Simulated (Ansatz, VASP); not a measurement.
Ti3Si2 in VASP and in Ansatz

Contents of INCAR:

```
SYSTEM = Ti3Si2
ALGO     = Fast           ! electronic algorithm
EDIFF    = 1E-6           ! SCF threshold, eV
ENCUT    = 520            ! plane-wave cutoff, eV
GGA      = PE             ! functional
ISIF     = 2              ! what is computed and relaxed
ISMEAR   = 0              ! smearing method
LASPH    = .True.         ! aspherical terms in the spheres
LCHARG   = .False.        ! write CHGCAR
LREAL    = .False.        ! projectors in reciprocal space
LWAVE    = .False.        ! write WAVECAR
NBANDS   = 55             ! bands
NELM     = 80             ! most SCF steps
PREC     = Accurate       ! precision mode
SIGMA    = 0.1            ! smearing width, eV
```

File KPOINTS:

```
k-points
0
Gamma
  6 6 8
  0 0 0
```

The input POSCAR:

```
Ti3Si2
1.0
    6.5002937788      0.0000000000      0.0000000000
   -3.2501468894      5.6294195445      0.0000000000
    0.0000000000      0.0000000000      4.4675765504
Ti Si
6 4
Direct
    0.8972359688      0.5990761332      0.7500000000
    0.1027640312      0.4009238668      0.2500000000
    0.7018401643      0.1027640312      0.7500000000
    0.2981598357      0.8972359688      0.2500000000
    0.4009238668      0.2981598357      0.7500000000
    0.5990761332      0.7018401643      0.2500000000
    0.3333333333      0.6666666667      0.7500000000
    0.6666666667      0.3333333333      0.2500000000
    0.0000000000      0.0000000000      0.0000000000
    0.0000000000      0.0000000000      0.5000000000
```

Input for Ansatz:

```yaml
crystal:
  lattice:
    - [6.5002937788, 0.0, 0.0]
    - [-3.2501468894, 5.6294195445, 0.0]
    - [0.0, 0.0, 4.4675765504]
  atoms:
    - { symbol: Ti, position: [0.8972359688, 0.5990761332, 0.75] }
    - { symbol: Ti, position: [0.1027640312, 0.4009238668, 0.25] }
    - { symbol: Ti, position: [0.7018401643, 0.1027640312, 0.75] }
    - { symbol: Ti, position: [0.2981598357, 0.8972359688, 0.25] }
    - { symbol: Ti, position: [0.4009238668, 0.2981598357, 0.75] }
    - { symbol: Ti, position: [0.5990761332, 0.7018401643, 0.25] }
    - { symbol: Si, position: [0.3333333333, 0.6666666667, 0.75] }
    - { symbol: Si, position: [0.6666666667, 0.3333333333, 0.25] }
    - { symbol: Si, position: [0.0, 0.0, 0.0] }
    - { symbol: Si, position: [0.0, 0.0, 0.5] }
basis:
  ecutwfc: 420
kpoints:
  mp_grid: { grid: [6, 6, 8] }
hamiltonian:
  xc: pbe
scf:
  occupations: { method: gaussian, width: 0.1 }
  mixing: { algorithm: anderson, beta: 0.3, ndim: 8 }
output:
  forces: true
  eigenvalues: true
  stress: true
```

Alike in both runs: task single point; functional PBE; k mesh 6 × 6 × 8; occupations gaussian, width 0.1 eV; no spin polarisation.

```csv
,VASP,Ansatz
version,VASP 6.6.1,Ansatz 0.2.0
potentials or method,"VASP PAW PBE potentials, release 64 (Ti_sv, Si), cutoff 520 eV","scalar-relativistic, plane waves, PAW"
valence electrons in the cell,88,88
```

Ansatz gave:

* gap on the k mesh at the Fermi level (eV): none
* pressure (GPa): 0.0
* rms of the force components (eV/Å): 0.003

Estimate VASP's values.

gap on the k mesh at the Fermi level (eV): none; pressure (GPa): 0.0; rms of the force components (eV/Å): 0.004.

Atom by atom the forces differ by 0.001 eV/Å (rms over components). A gap of «none» marks a metal or a gap that the smearing closes.
